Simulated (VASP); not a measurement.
Al: single point with PBEsol

The system is Al.

```
Al
1.0
    -1.60684    1.60684    1.60684
     1.60684   -1.60684    1.60684
     1.60684    1.60684   -1.60684
Al
1
Direct
  0.00000 0.00000 0.00000
```

This isn't the form of Al at room conditions, which is fcc.

```json
{"Program": "VASP 6.6.1", "Task": "single point", "Functional": "PBEsol", "Potentials or basis": "VASP PAW PBE potentials, release 64 (Al)", "Cutoff": "500 eV", "k mesh": "19 × 19 × 19", "Occupations": "gaussian, width 0.1 eV", "Spin": "no spin polarisation"}
```

```
Pressure               : 0.0 GPa
Band gap on the k mesh : zero (an odd number of electrons rules out a gap without spin polarisation)
```

Levels at points of the mesh, in eV from the Fermi level:
| k point | band 1 | band 2 | band 3 | band 4 | band 5 |
| --- | --- | --- | --- | --- | --- |
| (0.00, 0.00, 0.00) | -11.11 | 13.18 | 13.18 | 13.18 | 14.57 |

Run time: 11 s on 1 thread of Intel(R) Xeon(R) Platinum 8259CL CPU @ 2.50GHz (Skylake/Cascade Lake), on a shared host, peak memory 0.13 GiB.

Caveat: the PAW data sets were made with another functional, which shifts forces and pressure a little.
